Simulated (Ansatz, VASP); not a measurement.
SiMo3: VASP beside Ansatz

INCAR

```
PREC = Accurate
ENCUT = 600
EDIFF = 1E-7
ISMEAR = 0
SIGMA = 0.1
LREAL = F
LASPH = T
NELM = 80
ALGO = Fast
ISIF = 3
LWAVE = F
LCHARG = F
GGA = PE
IBRION = 2
NSW = 100
EDIFFG = -0.01
```

KPOINTS

```
regular mesh
0
Gamma
  14 14 14
```

File POSCAR:

```
SiMo3
1.0
    0.0000000000      3.0995405396      3.0995405396
    3.0995405396      0.0000000000      3.0995405396
    3.0995405396      3.0995405396      0.0000000000
Si Mo
1 3
Direct
    0.0000000000      0.0000000000      0.0000000000
    0.7500000000      0.7500000000      0.7500000000
    0.2500000000      0.2500000000      0.2500000000
    0.5000000000      0.5000000000      0.5000000000
```

Input for Ansatz:

```yaml
crystal:
  lattice:
    - [0.0, 3.0995405396, 3.0995405396]
    - [3.0995405396, 0.0, 3.0995405396]
    - [3.0995405396, 3.0995405396, 0.0]
  atoms:
    - { symbol: Si, position: [0.0, 0.0, 0.0] }
    - { symbol: Mo, position: [0.75, 0.75, 0.75] }
    - { symbol: Mo, position: [0.25, 0.25, 0.25] }
    - { symbol: Mo, position: [0.5, 0.5, 0.5] }
basis:
  ecutwfc: 420
kpoints:
  mp_grid: { grid: [14, 14, 14] }
hamiltonian:
  xc: pbe
scf:
  occupations: { method: gaussian, width: 0.1 }
output:
  forces: true
  stress: true
  eigenvalues: true
  write_density: true
  write_potential: true
  elf: true
  volumetric_format: npy
relax:
  adjacent_minimum: "off"
  f_tol: 0.01
  max_steps: 80
  cell: { stress_tol: 0.05 }
```

Alike in both runs: task relaxation of cell and atoms; functional PBE; k mesh 14 × 14 × 14; occupations gaussian, width 0.1 eV; no spin polarisation.

|  | VASP | Ansatz |
| --- | --- | --- |
| version | VASP 6.6.1 | Ansatz 0.2.0 |
| potentials or method | VASP PAW PBE potentials, release 64 (Si, Mo_sv), cutoff 600 eV | scalar-relativistic, plane waves, PAW |
| valence electrons in the cell | 46 | 46 |

```tsv
	VASP	Ansatz	Ansatz less VASP
gap on the k mesh at the Fermi level, each at its own relaxed structure (eV)	none	none	-
relaxed volume (Å³/atom)	14.90	14.88	-0.019
relaxed cell length with the largest relative difference (Å)	4.384	4.383	-0.0019
```

A gap of «none» marks a metal or a gap that the smearing closes.
